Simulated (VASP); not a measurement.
Wanted: the native input for a VASP 6.6.1 run.

```yaml
Task: single point
Functional: PBE0
Potentials_or_basis: VASP PAW PBE potentials, release 64 (Pt)
Cutoff: 520 eV
k_mesh: 8 × 8 × 8
Occupations: fermi-dirac, width 0.05 eV
Spin: no spin polarisation
Dipole_correction: no
Grid_for_exact_exchange_PRECFOCK: Normal
Further_INCAR_settings: ALGO = Normal; EDIFF = 1e-06; NBANDS = 11
```

The system is Pt.

```
CELL_PARAMETERS angstrom
0.00000 1.92087 1.92087
1.92087 0.00000 1.92087
1.92087 1.92087 0.00000
ATOMIC_POSITIONS crystal
Pt 0.00000 0.00000 0.00000
```

These files were run (other wordings do the same):

POSCAR

```
Pt
1.0
    0.0000000000      1.9208704006      1.9208704006
    1.9208704006      0.0000000000      1.9208704006
    1.9208704006      1.9208704006      0.0000000000
Pt
1
Direct
    0.0000000000      0.0000000000      0.0000000000
```

INCAR.step1

```
SYSTEM = Pt
  PREC = Accurate
  ENCUT = 520
  EDIFF = 1E-5
  ISMEAR = -1
  SIGMA = 0.05
  LREAL = .False.
  LASPH = .True.
  NELM = 60
  ALGO = Normal
  ISIF = 2
  LWAVE = .True.
  GGA = PE
  NBANDS = 11
```

INCAR.step2

```
SYSTEM = Pt
  PREC = Accurate
  ENCUT = 520
  EDIFF = 1E-6
  ISMEAR = -1
  SIGMA = 0.05
  LREAL = .False.
  LASPH = .True.
  NELM = 60
  ALGO = Normal
  ISIF = 2
  LWAVE = .False.
  LCHARG = .True.
  GGA = PE
  LHFCALC = .True.
  AEXX = 0.25
  PRECFOCK = Normal
  LELF = .True.
  LVHAR = .True.
  ISTART = 1
  NBANDS = 11
```

KPOINTS

```
regular mesh
0
Gamma
  8 8 8
  0 0 0
```

Potentials or basis: VASP PAW PBE potentials, release 64 (Pt).

Command:

```bash
$ cat potpaw_PBE.64/Pt/POTCAR > POTCAR
$ cp INCAR.step1 INCAR
$ mpirun -np 1 vasp_std > vasp.out
$ cp INCAR.step2 INCAR
$ mpirun -np 1 vasp_std > vasp.out
```

It gave:

- Pressure: 20.8 GPa
- Band gap on the k mesh: zero (band 5 reaches 12.92 eV, above the bottom of band 6 at 8.94 eV)

Caveat: the PAW data sets were made with another functional, which shifts forces and pressure a little; spin-orbit coupling is left out, which moves the levels of the heavy elements.

It took 25 min on 1 thread of Intel(R) Xeon(R) Platinum 8259CL CPU @ 2.50GHz (Skylake/Cascade Lake), with other jobs on the host, peak memory 0.15 GiB.
